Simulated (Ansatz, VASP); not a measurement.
**Zr3S2: VASP beside Ansatz**

Contents of INCAR:

```
SYSTEM = Zr3S2
ALGO     = Normal         ! electronic algorithm
EDIFF    = 1E-6           ! SCF threshold, eV
ENCUT    = 520            ! plane-wave cutoff, eV
GGA      = PE             ! functional
ISIF     = 2              ! what is computed and relaxed
ISMEAR   = 0              ! smearing method
LASPH    = .True.         ! aspherical terms in the spheres
LCHARG   = .False.        ! write CHGCAR
LREAL    = .False.        ! projectors in reciprocal space
LWAVE    = .False.        ! write WAVECAR
NBANDS   = 32             ! bands
NELM     = 100            ! most SCF steps
PREC     = Accurate       ! precision mode
SIGMA    = 0.1            ! smearing width, eV
```

Contents of KPOINTS:

```
k-points
0
Gamma
  4 4 4
  0 0 0
```

File POSCAR:

```
Zr3S2
1.0
   -2.9275076000      3.0477756200      3.0741508600
    2.9275076000     -3.0477756200      3.0741508600
    2.9275076000      3.0477756200     -3.0741508600
Zr S
3 2
Direct
    0.7637036300      0.7637036300      0.0000000000
    0.2362963700      0.2362963700      0.0000000000
    0.0000000000      0.5000000000      0.5000000000
    0.2737244200      0.0000000000      0.2737244200
    0.7262755800      0.0000000000      0.7262755800
```

Input for Ansatz:

```yaml
crystal:
  lattice:
    - [-2.9275076, 3.04777562, 3.07415086]
    - [2.9275076, -3.04777562, 3.07415086]
    - [2.9275076, 3.04777562, -3.07415086]
  atoms:
    - { symbol: Zr, position: [0.76370363, 0.76370363, 0.0] }
    - { symbol: Zr, position: [0.23629637, 0.23629637, 0.0] }
    - { symbol: Zr, position: [0.0, 0.5, 0.5] }
    - { symbol: S, position: [0.27372442, 0.0, 0.27372442] }
    - { symbol: S, position: [0.72627558, 0.0, 0.72627558] }
basis:
  ecutwfc: 420
kpoints:
  mp_grid: { grid: [4, 4, 4] }
hamiltonian:
  xc: pbe
scf:
  occupations: { method: gaussian, width: 0.1 }
  lower_state_search: "off"
output:
  forces: true
  stress: true
  eigenvalues: true
```

Alike in both runs: task single point; functional PBE; k mesh 4 × 4 × 4; occupations gaussian, width 0.1 eV; no spin polarisation.

|  | VASP | Ansatz |
| --- | --- | --- |
| version | VASP 6.6.1 | Ansatz 0.2.0 |
| potentials or method | VASP PAW PBE potentials, release 64 (Zr_sv, S), cutoff 520 eV | scalar-relativistic, plane waves, PAW |
| valence electrons in the cell | 48 | 48 |

VASP gave:

* gap on the k mesh at the Fermi level (eV): none
* pressure (GPa): 12.6
* traceless stress, the component that is largest in VASP (GPa): -20.26
* rms of the force components (eV/Å): 2.788

Problem. Estimate Ansatz's values.

Solution. gap on the k mesh at the Fermi level (eV): none; pressure (GPa): 12.6; traceless stress, the component that is largest in VASP (GPa): -20.19; rms of the force components (eV/Å): 2.785.

Atom by atom the forces differ by 0.003 eV/Å (rms over components). A gap of «none» marks a metal or a gap that the smearing closes. The functional is the same, so the differences come from potentials, cutoffs and numerics.

The k mesh is coarse, so the values compare programs but aren't converged.
